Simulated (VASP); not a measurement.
# MgCd2Se3 (P3m1) in VASP: a series of runs

Runs on MgCd2Se3. Level: PBE. Tasks: single point, relaxation of cell and atoms.

Everything below comes from runs of VASP 6.6.1. Logs are shortened: lines on timing, memory, paths and dates and some standing lists are left out, and cuts for length are marked.

## (1) The cell of the first run

Symmetry: P3m1, No. 156, trigonal system. Conventional cell: a = 4.338 Å, b = 4.338 Å, c = 10.596 Å, α = 90.00°, β = 90.00°, γ = 120.00°. Within 3.4 Å of Mg (site symmetry 3m) lie 4 Se at 2.60 to 2.62 Å. Within 3.5 Å of Cd (site symmetry 3m) lie 4 Se at 2.67 to 2.68 Å. Within 3.5 Å of Cd (site symmetry 3m) lie 4 Se at 2.67 to 2.68 Å. Se (site symmetry 3m) has 4 Cd at 2.67 to 2.68 Å within 3.5 Å. Within 3.4 Å of Se (site symmetry 3m) lie 1 Mg at 2.60 Å and 3 Cd at 2.67 Å. Within 3.5 Å of Se (site symmetry 3m) lie 3 Mg at 2.62 Å and 1 Cd at 2.68 Å.

## (2) Single point, PBE

File INCAR:

```
SYSTEM = MgCd2Se3
PREC = Accurate
ENCUT = 600
EDIFF = 1E-6
ISMEAR = 0
SIGMA = 0.01
LREAL = .False.
LASPH = .True.
NELM = 120
ALGO = Normal
ISIF = 2
LWAVE = .False.
LCHARG = .False.
GGA = PE
NBANDS = 31
GGA_COMPAT = .False.
```

File KPOINTS:

```
regular mesh
0
Gamma
  6 6 4
  0 0 0
```

File POSCAR:

```
MgCd2Se3
1.0
    4.3383526718     -0.0000000289      0.0000000000
   -2.1691763109      3.7571236388      0.0000000000
    0.0000000000      0.0000000000     10.5960214000
Mg Cd Se
1 2 3
Direct
    0.0000000000      0.0000000000      0.3310080000
    0.3333333333      0.6666666667      0.0044770000
    0.6666666667      0.3333333333      0.6639380000
    0.6666666667      0.3333333333      0.9166190000
    0.0000000000      0.0000000000      0.5762020000
    0.3333333333      0.6666666667      0.2577560000
```

Potentials or basis: VASP PAW PBE potentials, release 64 (Mg, Cd, Se).

The run is started by

```bash
$ cat potpaw_PBE.64/Mg/POTCAR potpaw_PBE.64/Cd/POTCAR potpaw_PBE.64/Se/POTCAR > POTCAR
$ mpirun -np 1 vasp_std > vasp.out
```

OUTCAR:

```text
SYSTEM = MgCd2Se3
   PREC = Accurate
   ENCUT = 600
   EDIFF = 1E-6
   ISMEAR = 0
   LREAL = .False.
   LASPH = .True.
   NELM = 120
   ISIF = 2
   GGA = PE

 ion  position               nearest neighbor table
   1  0.000  0.000  0.331-   5 2.60   6 2.62   6 2.62   6 2.62
   2  0.333  0.667  0.004-   4 2.67   4 2.67   4 2.67   6 2.68
   3  0.667  0.333  0.664-   5 2.67   5 2.67   5 2.67   4 2.68
   4  0.667  0.333  0.917-   2 2.67   2 2.67   2 2.67   3 2.68
   5  0.000  0.000  0.576-   1 2.60   3 2.67   3 2.67   3 2.67
   6  0.333  0.667  0.258-   1 2.62   1 2.62   1 2.62   2 2.68

  LATTYP: Found a hexagonal cell.
 ALAT       =     4.3383526718
 C/A-ratio  =     2.4424066464

  Lattice vectors:

 A1 = (   4.3383526718,  -0.0000000289,   0.0000000000)
 A2 = (  -2.1691763109,   3.7571236388,   0.0000000000)
 A3 = (   0.0000000000,   0.0000000000,  10.5960214000)

Analysis of symmetry for initial positions (statically):
=====================================================================
 Subroutine PRICEL returns:
 Original cell was already a primitive cell.

 Routine SETGRP: Setting up the symmetry group for a
 hexagonal supercell.

 Subroutine GETGRP returns: Found  6 space group operations
 (whereof  6 operations were pure point group operations)
 out of a pool of 24 trial point group operations.

The static configuration has the point symmetry C_3v.

Analysis of symmetry for dynamics (positions and initial velocities):
=====================================================================
 Subroutine PRICEL returns:
 Original cell was already a primitive cell.

 Routine SETGRP: Setting up the symmetry group for a
 hexagonal supercell.

 Subroutine GETGRP returns: Found  6 space group operations
 (whereof  6 operations were pure point group operations)
 out of a pool of 24 trial point group operations.

The dynamic configuration has the point symmetry C_3v.

 Subroutine INISYM returns: Found  6 space group operations
 (whereof  6 operations are pure point group operations),
 and found     1 'primitive' translations

----------------------------------------------------------------------------------------

                                     Primitive cell

  volume of cell :     172.7123

  direct lattice vectors                    reciprocal lattice vectors
     4.338352672 -0.000000029  0.000000000     0.230502239  0.133080528  0.000000000
    -2.169176311  3.757123639  0.000000000     0.000000002  0.266161058  0.000000000
     0.000000000  0.000000000 10.596021400     0.000000000  0.000000000  0.094375045

  length of vectors
     4.338352672  4.338352672 10.596021400     0.266161058  0.266161058  0.094375045

  position of ions in fractional coordinates (direct lattice)
     0.000000000  0.000000000  0.331008000
     0.333333333  0.666666667  0.004477000
     0.666666667  0.333333333  0.663938000
     0.666666667  0.333333333  0.916619000
     0.000000000  0.000000000  0.576202000
     0.333333333  0.666666667  0.257756000

  ion indices of the primitive-cell ions
   primitive index   ion index
                 1           1
                 2           2
                 3           3
                 4           4
                 5           5
                 6           6

----------------------------------------------------------------------------------------

 KPOINTS: regular mesh

Automatic generation of k-mesh.
 Grid dimensions read from file:
 generate k-points for:    6    6    4

 Generating k-lattice:

  Cartesian coordinates                     Fractional coordinates (reciprocal lattice)
     0.038417040  0.022180088  0.000000000     0.166666667  0.000000000  0.000000000
     0.000000000  0.044360176  0.000000000    -0.000000000  0.166666667  0.000000000
     0.000000000  0.000000000  0.023593761     0.000000000  0.000000000  0.250000000

  Length of vectors
     0.044360176  0.044360176  0.023593761

  Shift w.r.t. Gamma in fractional coordinates (k-lattice)
     0.000000000  0.000000000  0.000000000

 Subroutine IBZKPT returns following result:
 ===========================================

 Found     24 irreducible k-points:

 Following reciprocal coordinates:
            Coordinates               Weight
  0.000000  0.000000  0.000000      1.000000
  0.166667  0.000000  0.000000      6.000000
  0.333333 -0.000000  0.000000      6.000000
  0.500000  0.000000  0.000000      3.000000
  0.166667  0.166667  0.000000      6.000000
  0.333333  0.166667  0.000000     12.000000
[... 16 lines left out ...]
  0.333333  0.166667  0.500000     12.000000
  0.333333  0.333333  0.500000      2.000000
   k-points           NKPTS =     24   k-points in BZ     NKDIM =     24   number of bands    NBANDS=     31
   number of dos      NEDOS =    301   number of ions     NIONS =      6
   total plane-waves  NPLWV = 116640
   dimension x,y,z NGX =    36 NGY =   36 NGZ =   90
   dimension x,y,z NGXF=    72 NGYF=   72 NGZF=  180
   ions per type =               1   2   3
   NGX,Y,Z   is equivalent  to a cutoff of  13.80, 13.80, 14.12 a.u.
   NGXF,Y,Z  is equivalent  to a cutoff of  27.59, 27.59, 28.24 a.u.
 SYSTEM =  MgCd2Se3
   PREC   = accura    normal or accurate (medium, high low for compatibility)
   ISTART =      0    job   : 0-new  1-cont  2-samecut
   ICHARG =      2    charge: 1-file 2-atom 10-const
   ISPIN  =      1    spin polarized calculation?
   LNONCOLLINEAR =      F non collinear calculations
   LSORBIT =      F    spin-orbit coupling
   LASPH  =      T    aspherical Exc in radial PAW
   ENCUT  =  600.0 eV  44.10 Ry    6.64 a.u.   8.66  8.66 21.16*2*pi/ulx,y,z
   NELM   =    120;   NELMIN=  2; NELMDL= -5     # of ELM steps
   EDIFF  = 0.1E-05   stopping-criterion for ELM
   LREAL  =      F    real-space projection
   EDIFFG = 0.1E-04   stopping-criterion for IOM
   NSW    =      0    number of steps for IOM
   IBRION =     -1    ionic relax: 0-MD 1-quasi-New 2-CG
   NFREE  =      0    steps in history (QN), initial steepest desc. (CG)
   ISIF   =      2    stress and relaxation
   ISYM   =      2    0-nonsym 1-usesym 2-fastsym
   POTIM  = 0.5000    time-step for ionic-motion
   TEBEG  =    0.0;   TEEND  =   0.0 temperature during run
   PSTRESS=    0.0 pullay stress
   NELECT =      44.0000    total number of electrons
   NUPDOWN=      -1.0000    fix difference up-down
   EMIN   =  10.00;   EMAX   =-10.00  energy-range for DOS
   EFERMI =   0.00;   METHOD = LEGACY
   ISMEAR =     0;   SIGMA  =   0.01  broadening in eV -4-tet -1-fermi 0-gaus
   EFERMI_NEDOS =   21; number of points for ismear=-14 and -15
   IALGO  =     38    algorithm
   IMIX   =      4    mixing-type and parameters
     AMIX     =   0.40;   BMIX     =  1.00
     AMIX_MAG =   1.60;   BMIX_MAG =  1.00
  volume/ion in A,a.u.               =      28.79       194.25
  Fermi-wavevector in a.u.,A,eV,Ry     =   1.037810  1.961177 14.654160  1.077050
  Thomas-Fermi vector in A             =   2.172265
   LORBIT       =      0    0 simple, 1 ext, 2 COOP (PROOUT), +10 PAW based schemes
   GGA     = PE    functional components
   LHFCALC =     F    Hartree Fock is set to
   AEXX    =    0.0000 exact exchange contribution
   IVDW    =     0    specifies the selected vdW correction
   LEPSILON=     F    determine dielectric tensor
   LRPA    =     F    only Hartree local field effects (RPA)
 non-spin polarized calculation
 Gauss-broadening in eV      SIGMA  =   0.01
  energy-cutoff  :      600.00
  volume of cell :      172.71
 maximum number of plane-waves:      5796
 NGX is ok and might be reduce to    36
   NGX = 17   NGY = 17   NGZ = 43

 number of electron      44.0000000 magnetization

 Free energy of the ion-electron system (eV)
  ---------------------------------------------------
  ext. energy  EPLUGINS =         0.00000000
  ---------------------------------------------------
  free energy    TOTEN  =       -18.49071356 eV

  energy without entropy =      -18.49071356  energy(sigma->0) =      -18.49071356

 E-fermi :   0.7577     XC(G=0):  -8.4697

 val. band max:        0.6574260023   @ k =   0.0000   0.0000   0.0000
 cond. band min:       1.6143888688   @ k =   0.0000   0.0000   0.0000
 fundamental gap:      0.9569628665
 Fermi energy:         0.7576953050

 k-point     1 :       0.0000    0.0000    0.0000
  band No.  band energies     occupation
      1     -11.5362      2.00000
      2     -11.3079      2.00000
      3     -11.1410      2.00000
      4      -7.0089      2.00000
      5      -7.0089      2.00000
      6      -6.9596      2.00000
[... 23 lines left out ...]
     30       7.0776      0.00000
     31       7.0965      0.00000

 k-point     2 :       0.1667    0.0000    0.0000
  band No.  band energies     occupation
      1     -11.4580      2.00000
      2     -11.2569      2.00000
      3     -11.0880      2.00000
      4      -6.9808      2.00000
      5      -6.9591      2.00000
      6      -6.9414      2.00000
[... 23 lines left out ...]
     30       7.1469      0.00000
     31       7.1475      0.00000

 k-point     3 :       0.3333   -0.0000    0.0000
  band No.  band energies     occupation
      1     -11.2931      2.00000
      2     -11.1535      2.00000
      3     -10.9812      2.00000
      4      -6.9331      2.00000
      5      -6.9232      2.00000
      6      -6.8641      2.00000
[... 23 lines left out ...]
     30       7.6155      0.00000
     31       7.6558      0.00000

 k-point     4 :       0.5000    0.0000    0.0000
  band No.  band energies     occupation
      1     -11.2061      2.00000
      2     -11.1014      2.00000
      3     -10.9275      2.00000
      4      -6.9154      2.00000
      5      -6.9130      2.00000
      6      -6.8384      2.00000
[... 635 lines left out ...]
     30       7.4180      0.00000
     31       7.5532      0.00000

 k-point    23 :       0.3333    0.1667    0.5000
  band No.  band energies     occupation
      1     -11.2076      2.00000
      2     -11.1015      2.00000
      3     -10.9281      2.00000
      4      -6.9181      2.00000
      5      -6.8933      2.00000
      6      -6.8687      2.00000
[... 23 lines left out ...]
     30       7.5977      0.00000
     31       7.6920      0.00000

 k-point    24 :       0.3333    0.3333    0.5000
  band No.  band energies     occupation
      1     -11.1715      2.00000
      2     -11.0662      2.00000
      3     -10.9045      2.00000
      4      -6.9092      2.00000
      5      -6.8788      2.00000
      6      -6.8709      2.00000
[... 23 lines left out ...]
     30       7.4175      0.00000
     31       7.5815      0.00000

------------------------ aborting loop because EDIFF is reached ----------------------------------------

  FORCE on cell =-STRESS in cart. coord.  units (eV):
  Direction    XX          YY          ZZ          XY          YZ          ZX
  --------------------------------------------------------------------------------------
  -------------------------------------------------------------------------------------
  Total        0.1387864      0.1387864      0.1459946     -0.0000000      0.0000000      0.0000000
  in kB        1.2874614      1.2874614      1.3543289     -0.0000000      0.0000000      0.0000000
  external PRESSURE =       1.3097506 kB  Pullay stress =       0.0000000 kB

 VOLUME and BASIS-vectors are now :
 -----------------------------------------------------------------------------
  energy-cutoff  :      600.00
  volume of cell :      172.71
      direct lattice vectors                 reciprocal lattice vectors
     4.338352672 -0.000000029  0.000000000     0.230502239  0.133080528  0.000000000
    -2.169176311  3.757123639  0.000000000     0.000000002  0.266161058  0.000000000
     0.000000000  0.000000000 10.596021400     0.000000000  0.000000000  0.094375045

 POSITION                                       TOTAL-FORCE (eV/Angst)
 -----------------------------------------------------------------------------------
      0.00000      0.00000      3.50737        -0.000000     -0.000000      0.003980
      0.00000      2.50475      0.04744         0.000000     -0.000000      0.001514
      2.16918      1.25237      7.03510        -0.000000     -0.000000     -0.000100
      2.16918      1.25237      9.71251        -0.000000     -0.000000     -0.000013
      0.00000      0.00000      6.10545         0.000000      0.000000     -0.032630
      0.00000      2.50475      2.73119        -0.000000      0.000000      0.027249
 -----------------------------------------------------------------------------------
    total drift:                                0.000000     -0.000000     -0.000439

  FREE ENERGIE OF THE ION-ELECTRON SYSTEM (eV)
  ---------------------------------------------------
  free  energy   TOTEN  =       -18.4907135617 eV

  energy  without entropy=      -18.4907135617  energy(sigma->0) =      -18.49071356
```

Wall time 3.2 min (1 thread of Oxide Virtual Turin-like, shared host); peak memory 0.39 GiB.

Results:

```yaml
Free_energy: -18.4907 eV
Pressure: 0.1 GPa
Largest_force: 0.033 eV/Å
Band_gap_on_the_k_mesh: 0.96 eV
```

Forces on the atoms (eV/Å):
```
Mg   0.000  0.000  0.004
Cd   0.000  0.000  0.002
Cd   0.000  0.000  0.000
Se   0.000  0.000  0.000
Se   0.000  0.000 -0.033
Se   0.000  0.000  0.027
```

## (3) Relaxation of cell and atoms, PBE

File INCAR:

```
  PREC = Accurate
  ENCUT = 600
  EDIFF = 1E-7
  ISMEAR = 0
  SIGMA = 0.01
  LREAL = F
  LASPH = T
  NELM = 120
  ALGO = Normal
  ISIF = 3
  LWAVE = F
  LCHARG = F
  GGA = PE
  IBRION = 2
  NSW = 80
  EDIFFG = -0.001
  GGA_COMPAT = F
  NELMIN = 4
```

File KPOINTS:

```
Automatic mesh
0
Gamma
  6 6 4
```

POSCAR is that of step 2.

Potentials or basis: VASP PAW PBE potentials, release 64 (Mg, Cd, Se).

The run is started by

```bash
$ cat potpaw_PBE.64/Mg/POTCAR potpaw_PBE.64/Cd/POTCAR potpaw_PBE.64/Se/POTCAR > POTCAR
$ mpirun -np 1 vasp_std > vasp.out
```

OUTCAR:

```text
PREC = Accurate
   ENCUT = 600
   EDIFF = 1E-7
   ISMEAR = 0
   LREAL = F
   LASPH = T
   NELM = 120
   ISIF = 3
   GGA = PE
   IBRION = 2
   NSW = 80
   EDIFFG = -0.001
   NELMIN = 4

 ion  position               nearest neighbor table
   1  0.000  0.000  0.331-   5 2.60   6 2.62   6 2.62   6 2.62
   2  0.333  0.667  0.004-   4 2.67   4 2.67   4 2.67   6 2.68
   3  0.667  0.333  0.664-   5 2.67   5 2.67   5 2.67   4 2.68
   4  0.667  0.333  0.917-   2 2.67   2 2.67   2 2.67   3 2.68
   5  0.000  0.000  0.576-   1 2.60   3 2.67   3 2.67   3 2.67
   6  0.333  0.667  0.258-   1 2.62   1 2.62   1 2.62   2 2.68

  LATTYP: Found a hexagonal cell.
 ALAT       =     4.3383526718
 C/A-ratio  =     2.4424066464

  Lattice vectors:

 A1 = (   4.3383526718,  -0.0000000289,   0.0000000000)
 A2 = (  -2.1691763109,   3.7571236388,   0.0000000000)
 A3 = (   0.0000000000,   0.0000000000,  10.5960214000)

Analysis of symmetry for initial positions (statically):
=====================================================================
 Subroutine PRICEL returns:
 Original cell was already a primitive cell.

 Routine SETGRP: Setting up the symmetry group for a
 hexagonal supercell.

 Subroutine GETGRP returns: Found  6 space group operations
[... 162 lines left out ...]
   NGX = 17   NGY = 17   NGZ = 43

--------------------------------------- Ionic step        1  -------------------------------------------

 number of electron      44.0000000 magnetization

 Free energy of the ion-electron system (eV)
  ---------------------------------------------------
  ext. energy  EPLUGINS =         0.00000000
  ---------------------------------------------------
  free energy    TOTEN  =       -18.49071385 eV

  energy without entropy =      -18.49071385  energy(sigma->0) =      -18.49071385

------------------------ aborting loop because EDIFF is reached ----------------------------------------

  FORCE on cell =-STRESS in cart. coord.  units (eV):
  Direction    XX          YY          ZZ          XY          YZ          ZX
  --------------------------------------------------------------------------------------
  -------------------------------------------------------------------------------------
  Total        0.1384092      0.1384092      0.1454758     -0.0000000     -0.0000000      0.0000000
  in kB        1.2839625      1.2839625      1.3495164     -0.0000000     -0.0000000      0.0000000
  external PRESSURE =       1.3058138 kB  Pullay stress =       0.0000000 kB
[... 267 lines left out ...]
--------------------------------------- Ionic step        8  -------------------------------------------

 number of electron      44.0000002 magnetization

 Free energy of the ion-electron system (eV)
  ---------------------------------------------------
  ext. energy  EPLUGINS =         0.00000000
  ---------------------------------------------------
  free energy    TOTEN  =       -18.49104778 eV

  energy without entropy =      -18.49104778  energy(sigma->0) =      -18.49104778

 E-fermi :   0.7326     XC(G=0):  -8.4580

 val. band max:        0.6382561642   @ k =   0.0000   0.0000   0.0000
 cond. band min:       1.5873285047   @ k =   0.0000   0.0000   0.0000
 fundamental gap:      0.9490723405
 Fermi energy:         0.7326499834

 k-point     1 :       0.0000    0.0000    0.0000
  band No.  band energies     occupation
      1     -11.5410      2.00000
      2     -11.3153      2.00000
      3     -11.1507      2.00000
      4      -7.0198      2.00000
      5      -7.0198      2.00000
      6      -6.9713      2.00000
[... 718 lines left out ...]
  FREE ENERGIE OF THE ION-ELECTRON SYSTEM (eV)
  ---------------------------------------------------
  free  energy   TOTEN  =       -18.4910477831 eV

  energy  without entropy=      -18.4910477831  energy(sigma->0) =      -18.49104778

 reached required accuracy - stopping structural energy minimisation
```

Run time: 12 min. Hardware: 1 thread of Oxide Virtual Turin-like, shared host; peak memory 0.4 GiB.

Results:

- Free energy: -18.4910 eV
- Relaxed volume: 28.86 Å³/atom
- Relaxed cell: a = 4.342 Å, b = 4.342 Å, c = 10.608 Å, α = 90.00°, β = 90.00°, γ = 120.00°
- Space group after relaxing (to 0.1 Å): P3m1 (No. 156)
- Energy gained by relaxing: 0.1 meV/atom
- Ionic steps: 8
- Pressure after relaxing: 0.0 GPa
- Band gap on the k mesh: 0.95 eV

Step by step:
```tsv
step	energy change (eV)	largest force (eV/Å)	pressure (GPa)	volume (Å³)
1	0.0000	0.0326	0.13	172.71
2	-0.0003	0.0181	-0.03	173.30
3	-0.0003	0.0193	-0.01	173.25
4	-0.0003	0.0122	-0.01	173.23
5	-0.0003	0.0120	0.00	173.18
6	-0.0003	0.0072	0.00	173.18
7	-0.0003	0.0014	0.00	173.19
8	-0.0003	0.0009	0.00	173.19
```

Final structure:
```xyz
6
Lattice="4.3419 0.0000 0.0000 -2.1710 3.7602 0.0000 0.0000 0.0000 10.6076" Properties=species:S:1:pos:R:3 pbc="T T T"
Mg    0.0000    0.0000    3.5108
Cd    0.0000    2.5068    0.0506
Cd    2.1710    1.2534    7.0412
Se    2.1710    1.2534    9.7228
Se    0.0000    0.0000    6.1069
Se    0.0000    2.5068    2.7386
```

Levels at points of the mesh, in eV from the valence-band top:
| k point | band 18 | band 19 | band 20 | band 21 | band 22 | band 23 | band 24 | band 25 | band 26 |
| --- | --- | --- | --- | --- | --- | --- | --- | --- | --- |
| (0.00, 0.00, 0.00) | -0.38 | -0.38 | -0.12 | 0.00 | 0.00 | 0.95 | 2.55 | 3.15 | 6.06 |
| (0.50, 0.00, 0.00) | -1.62 | -1.48 | -1.33 | -1.03 | -0.84 | 3.14 | 3.42 | 3.60 | 4.19 |
| (0.00, 0.00, 0.50) | -0.94 | -0.32 | -0.32 | -0.06 | -0.06 | 1.97 | 2.23 | 3.07 | 5.67 |
| (0.50, 0.00, 0.50) | -1.83 | -1.53 | -1.32 | -0.70 | -0.66 | 2.64 | 3.63 | 3.78 | 4.42 |

A k mesh can miss the band edges.
